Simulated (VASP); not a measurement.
Here is a VASP 6.6.1 calculation.

File INCAR:

```
SYSTEM = Fe
PREC = Accurate ; ENCUT = 520
EDIFF = 1E-6 ; ISMEAR = -1
SIGMA = 0.05 ; LREAL = .FALSE.
LASPH = .TRUE. ; NELM = 150
ALGO = Normal ; ISIF = 2
LWAVE = .FALSE. ; LCHARG = .TRUE.
ISPIN = 2 ; MAGMOM = 3
LORBIT = 11 ; LMAXMIX = 4
GGA = PE ; LELF = .TRUE.
LVHAR = .TRUE. ; NBANDS = 14
```

KPOINTS

```
Automatic mesh
0
G
  13 13 13
  0 0 0
```

POSCAR

```
Fe
1.0
    0.0000000000      1.9287074879      1.9519161397
    1.4883827645      0.0000000000      1.9519161397
    1.4883827645      1.9287074879      0.0000000000
Fe
1
Direct
    0.0000000000      0.0000000000      0.0000000000
```

Potentials or basis: VASP PAW PBE potentials, release 64 (Fe).

Command:

```sh
$ cat potpaw_PBE.64/Fe/POTCAR > POTCAR
$ mpirun -np 1 vasp_std > vasp.out
```

(1) Predict the pressure.

(2) What does it give for the net moment?

(3) Estimate the site moments.

## Answers

(1) 2.7 GPa.

(2) 2.15 μB per cell.

(3) Fe +2.14 μB.
